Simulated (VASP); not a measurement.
# Gd (Im-3m) in VASP: single point with r2SCAN

Aim: the single point of Gd with r2SCAN.

Everything below comes from runs of VASP 6.6.1. Logs are shortened: lines on timing, memory, paths and dates and some standing lists are left out, and cuts for length are marked.

**1. The cell of the first run**

Symmetry: Im-3m, No. 229, cubic system. Conventional cell: a = 4.064 Å, b = 4.064 Å, c = 4.064 Å, α = 90.00°, β = 90.00°, γ = 90.00°. Within 4.6 Å of Gd (site symmetry m-3m) lie 14 Gd at 3.52 to 4.06 Å.

This isn't the form of Gd at room conditions, which is hcp.

**2. Single point, r2SCAN, collinear spin, ferromagnetic start**

Contents of POSCAR:

```
Gd
1.0
    2.0318880820      2.0318880820      2.0318880820
   -2.0318880820      2.0318880820      2.0318880820
   -2.0318880820     -2.0318880820      2.0318880820
Gd
1
Direct
    0.0000000000      0.0000000000      0.0000000000
```

Contents of INCAR.step1:

```
  PREC = Accurate
  ENCUT = 520
  ISMEAR = 1
  SIGMA = 0.05
  LREAL = F
  LASPH = T
  NELM = 150
  ISPIN = 2
  MAGMOM = 7
  LMAXMIX = 6
  NBANDS = 19
  GGA = PE
  ALGO = Normal
  EDIFF = 1E-4
  LWAVE = T
  LCHARG = F
```

Contents of INCAR.step2:

```
  PREC = Accurate
  ENCUT = 520
  EDIFF = 1E-7
  ISMEAR = 1
  SIGMA = 0.05
  LREAL = F
  LASPH = T
  NELM = 150
  ALGO = Normal
  ISIF = 2
  LWAVE = F
  LCHARG = F
  ISPIN = 2
  MAGMOM = 7
  LORBIT = 11
  LMAXMIX = 6
  METAGGA = R2SCAN
  LMIXTAU = T
  NBANDS = 19
  ISTART = 1
```

Contents of KPOINTS:

```
Automatic mesh
0
Gamma
  9 9 9
```

Potentials or basis: VASP PAW PBE potentials, release 64 (Gd).

Launch:

```bash
$ cat potpaw_PBE.64/Gd/POTCAR > POTCAR
$ cp INCAR.step1 INCAR
$ mpirun -np 1 vasp_std > vasp.out
$ cp INCAR.step2 INCAR
$ mpirun -np 1 vasp_std > vasp.out
```

OUTCAR:

```text
PREC = Accurate
   ENCUT = 520
   EDIFF = 1E-7
   ISMEAR = 1
   LREAL = F
   LASPH = T
   NELM = 150
   ISIF = 2
   ISPIN = 2
   LORBIT = 11
   METAGGA = R2SCAN
   ISTART = 1

 ion  position               nearest neighbor table
   1  0.000  0.000  0.000-

  LATTYP: Found a body centered cubic cell.
 ALAT       =     4.0637761640

  Lattice vectors:

 A1 = (   2.0318880820,  -2.0318880820,  -2.0318880820)
 A2 = (   2.0318880820,   2.0318880820,   2.0318880820)
 A3 = (  -2.0318880820,  -2.0318880820,   2.0318880820)

Analysis of symmetry for initial positions (statically):
=====================================================================
 Subroutine PRICEL returns:
 Original cell was already a primitive cell.

 Routine SETGRP: Setting up the symmetry group for a
 body centered cubic supercell.

 Subroutine GETGRP returns: Found 48 space group operations
 (whereof 48 operations were pure point group operations)
 out of a pool of 48 trial point group operations.

The static configuration has the point symmetry O_h .

Analysis of symmetry for dynamics (positions and initial velocities):
=====================================================================
 Subroutine PRICEL returns:
 Original cell was already a primitive cell.

 Routine SETGRP: Setting up the symmetry group for a
 body centered cubic supercell.

 Subroutine GETGRP returns: Found 48 space group operations
 (whereof 48 operations were pure point group operations)
 out of a pool of 48 trial point group operations.

The dynamic configuration has the point symmetry O_h .

Analysis of structural, dynamic, and magnetic symmetry:
=====================================================================
 Subroutine PRICEL returns:
 Original cell was already a primitive cell.

 Routine SETGRP: Setting up the symmetry group for a
 body centered cubic supercell.

 Subroutine GETGRP returns: Found 48 space group operations
 (whereof 48 operations were pure point group operations)
 out of a pool of 48 trial point group operations.

The overall configuration has the point symmetry O_h .

 Subroutine INISYM returns: Found 48 space group operations
 (whereof 48 operations are pure point group operations),
 and found     1 'primitive' translations

----------------------------------------------------------------------------------------

                                     Primitive cell

  volume of cell :      33.5552

  direct lattice vectors                    reciprocal lattice vectors
     2.031888082  2.031888082  2.031888082     0.246076545  0.000000000  0.246076545
    -2.031888082  2.031888082  2.031888082    -0.246076545  0.246076545  0.000000000
    -2.031888082 -2.031888082  2.031888082     0.000000000 -0.246076545  0.246076545

  length of vectors
     3.519333393  3.519333393  3.519333393     0.348004788  0.348004788  0.348004788

  position of ions in fractional coordinates (direct lattice)
     0.000000000  0.000000000  0.000000000

  ion indices of the primitive-cell ions
   primitive index   ion index
                 1           1

----------------------------------------------------------------------------------------

 KPOINTS: Automatic mesh

Automatic generation of k-mesh.
 Grid dimensions read from file:
 generate k-points for:    9    9    9

 Generating k-lattice:

  Cartesian coordinates                     Fractional coordinates (reciprocal lattice)
     0.027341838  0.000000000  0.027341838     0.111111111  0.000000000  0.000000000
    -0.027341838  0.027341838  0.000000000     0.000000000  0.111111111  0.000000000
     0.000000000 -0.027341838  0.027341838     0.000000000  0.000000000  0.111111111

  Length of vectors
     0.038667199  0.038667199  0.038667199

  Shift w.r.t. Gamma in fractional coordinates (k-lattice)
     0.000000000  0.000000000  0.000000000

 Subroutine IBZKPT returns following result:
 ===========================================

 Found     35 irreducible k-points:

 Following reciprocal coordinates:
            Coordinates               Weight
  0.000000  0.000000  0.000000      1.000000
  0.111111  0.000000  0.000000     12.000000
  0.222222  0.000000  0.000000     12.000000
  0.333333  0.000000  0.000000     12.000000
  0.444444  0.000000  0.000000     12.000000
  0.222222  0.111111 -0.000000     24.000000
[... 16 lines left out ...]
  0.111111 -0.444444  0.111111     24.000000
  0.222222 -0.444444  0.111111     24.000000
 [... further k-points ...]
   k-points           NKPTS =     35   k-points in BZ     NKDIM =     35   number of bands    NBANDS=     19
   number of dos      NEDOS =    301   number of ions     NIONS =      1
   total plane-waves  NPLWV =  21952
   dimension x,y,z NGX =    28 NGY =   28 NGZ =   28
   dimension x,y,z NGXF=    56 NGYF=   56 NGZF=   56
   ions per type =               1
   NGX,Y,Z   is equivalent  to a cutoff of  13.23, 13.23, 13.23 a.u.
   NGXF,Y,Z  is equivalent  to a cutoff of  26.45, 26.45, 26.45 a.u.
 SYSTEM =  unknown system
   PREC   = accura    normal or accurate (medium, high low for compatibility)
   ISTART =      1    job   : 0-new  1-cont  2-samecut
   ICHARG =      0    charge: 1-file 2-atom 10-const
   ISPIN  =      2    spin polarized calculation?
   LNONCOLLINEAR =      F non collinear calculations
   LSORBIT =      F    spin-orbit coupling
   LASPH  =      T    aspherical Exc in radial PAW
   ENCUT  =  520.0 eV  38.22 Ry    6.18 a.u.   6.54  6.54  6.54*2*pi/ulx,y,z
   NELM   =    150;   NELMIN=  2; NELMDL=  0     # of ELM steps
   EDIFF  = 0.1E-06   stopping-criterion for ELM
   LREAL  =      F    real-space projection
   EDIFFG = 0.1E-05   stopping-criterion for IOM
   NSW    =      0    number of steps for IOM
   IBRION =     -1    ionic relax: 0-MD 1-quasi-New 2-CG
   NFREE  =      0    steps in history (QN), initial steepest desc. (CG)
   ISIF   =      2    stress and relaxation
   ISYM   =      2    0-nonsym 1-usesym 2-fastsym
   POTIM  = 0.5000    time-step for ionic-motion
   TEBEG  =    0.0;   TEEND  =   0.0 temperature during run
   PSTRESS=    0.0 pullay stress
   NELECT =      18.0000    total number of electrons
   NUPDOWN=      -1.0000    fix difference up-down
   EMIN   =  10.00;   EMAX   =-10.00  energy-range for DOS
   EFERMI =   0.00;   METHOD = LEGACY
   ISMEAR =     1;   SIGMA  =   0.05  broadening in eV -4-tet -1-fermi 0-gaus
   EFERMI_NEDOS =   21; number of points for ismear=-14 and -15
   IALGO  =     38    algorithm
   IMIX   =      4    mixing-type and parameters
     AMIX     =   0.40;   BMIX     =  1.00
     AMIX_MAG =   1.60;   BMIX_MAG =  1.00
  volume/ion in A,a.u.               =      33.56       226.44
  Fermi-wavevector in a.u.,A,eV,Ry     =   1.330187  2.513688 24.074098  1.769396
  Thomas-Fermi vector in A             =   2.459292
   LORBIT       =     11    0 simple, 1 ext, 2 COOP (PROOUT), +10 PAW based schemes
   METAGGA = R2SCAN    functional components
   LHFCALC =     F    Hartree Fock is set to
   AEXX    =    0.0000 exact exchange contribution
   IVDW    =     0    specifies the selected vdW correction
   LEPSILON=     F    determine dielectric tensor
   LRPA    =     F    only Hartree local field effects (RPA)
 spin polarized calculation
 Methfessel and Paxton  Order N= 1 SIGMA  =   0.05
  energy-cutoff  :      520.00
  volume of cell :       33.56
 maximum number of plane-waves:       935
 NGX is ok and might be reduce to    28
   NGX = 13   NGY = 13   NGZ = 13

 number of electron      18.0000010 magnetization       7.9212283

 Free energy of the ion-electron system (eV)
  ---------------------------------------------------
  ext. energy  EPLUGINS =         0.00000000
  ---------------------------------------------------
  free energy    TOTEN  =       -40.94732540 eV

  energy without entropy =      -40.94753127  energy(sigma->0) =      -40.94739403

 E-fermi :   2.9069     XC(G=0): -10.5924

 val. band max:        2.8906476856   @ k =   0.3333   0.2222   0.1111
 cond. band min:       2.9210824895   @ k =   0.3333   0.1111   0.1111
 fundamental gap:      0.0304348039
 Fermi energy:         2.9069331789

 spin component 1

 k-point     1 :       0.0000    0.0000    0.0000
  band No.  band energies     occupation
      1     -44.3423      1.00000
      2     -20.6753      1.00000
      3     -20.6753      1.00000
      4     -20.6753      1.00000
      5      -2.8968      1.00000
      6      -2.8968      1.00000
[... 11 lines left out ...]
     18      13.5320      0.00000
     19      13.5320      0.00000

 k-point     2 :       0.1111    0.0000    0.0000
  band No.  band energies     occupation
      1     -44.3346      1.00000
      2     -20.7594      1.00000
      3     -20.7011      1.00000
      4     -20.6757      1.00000
      5      -2.8928      1.00000
      6      -2.8888      1.00000
[... 476 lines left out ...]
 k-point    24 :       0.2222   -0.4444    0.1111
  band No.  band energies     occupation
      1     -44.2767      1.00000
      2     -21.2124      1.00000
      3     -20.9315      1.00000
      4     -20.8057      1.00000
      5      -2.8656      1.00000
      6      -2.8458      1.00000
[... 11 lines left out ...]
     18      10.2113      0.00000
     19      12.9767      0.00000

 [... further k-points ...]

 spin component 2

 k-point     1 :       0.0000    0.0000    0.0000
  band No.  band energies     occupation
      1     -40.4086      1.00000
      2     -17.8068      1.00000
      3     -17.8068      1.00000
      4     -17.8068      1.00000
      5      -1.1803      1.00000
      6       4.2057      0.00000
[... 11 lines left out ...]
     18      15.0146      0.00000
     19      15.0146      0.00000

 k-point     2 :       0.1111    0.0000    0.0000
  band No.  band energies     occupation
      1     -40.3986      1.00000
      2     -17.9107      1.00000
      3     -17.8371      1.00000
      4     -17.8082      1.00000
      5      -0.8078      1.00000
      6       4.1584      0.00000
[... 476 lines left out ...]
 k-point    24 :       0.2222   -0.4444    0.1111
  band No.  band energies     occupation
      1     -40.3231      1.00000
      2     -18.4620      1.00000
      3     -18.1223      1.00000
      4     -17.9715      1.00000
      5       2.8352      1.03044
      6       3.6241     -0.00000
[... 11 lines left out ...]
     18      12.3102      0.00000
     19      14.6857      0.00000

 [... further k-points ...]

------------------------ aborting loop because EDIFF is reached ----------------------------------------

  FORCE on cell =-STRESS in cart. coord.  units (eV):
  Direction    XX          YY          ZZ          XY          YZ          ZX
  --------------------------------------------------------------------------------------
  -------------------------------------------------------------------------------------
  Total       -0.0224950     -0.0224950     -0.0224950      0.0000000      0.0000000      0.0000000
  in kB       -1.0740804     -1.0740804     -1.0740804      0.0000000      0.0000000      0.0000000
  external PRESSURE =      -1.0740804 kB  Pullay stress =       0.0000000 kB

 VOLUME and BASIS-vectors are now :
 -----------------------------------------------------------------------------
  energy-cutoff  :      520.00
  volume of cell :       33.56
      direct lattice vectors                 reciprocal lattice vectors
     2.031888082  2.031888082  2.031888082     0.246076545  0.000000000  0.246076545
    -2.031888082  2.031888082  2.031888082    -0.246076545  0.246076545  0.000000000
    -2.031888082 -2.031888082  2.031888082     0.000000000 -0.246076545  0.246076545

 POSITION                                       TOTAL-FORCE (eV/Angst)
 -----------------------------------------------------------------------------------
      0.00000      0.00000      0.00000         0.000000     -0.000000     -0.000000
 -----------------------------------------------------------------------------------
    total drift:                                0.000000     -0.000000      0.000000

  FREE ENERGIE OF THE ION-ELECTRON SYSTEM (eV)
  ---------------------------------------------------
  free  energy   TOTEN  =       -40.9473254047 eV

  energy  without entropy=      -40.9475312677  energy(sigma->0) =      -40.94739403

 total charge

# of ion       s       p       d       f       tot
--------------------------------------------------
    1        2.073   5.599   0.591   6.928  15.191

 magnetization (x)

# of ion       s       p       d       f       tot
--------------------------------------------------
    1        0.000  -0.098   0.285   6.898   7.085
```

It took 7.5 min on 1 thread of AMD EPYC 7R43 (Zen 3), shared host; peak memory 0.19 GiB.

Results:

* Free energy: -40.9473 eV
* Pressure: -0.1 GPa
* Net moment: 7.92 μB per cell
* Site moments: Gd +7.08 μB
* Valence electrons inside the program's atomic spheres: Gd 15.19

Caveat: the PAW data sets were made with another functional, which shifts forces and pressure a little; spin-orbit coupling is left out, which moves the levels of the heavy elements; semilocal functionals describe open f shells poorly, which spoils levels, moments and volumes.
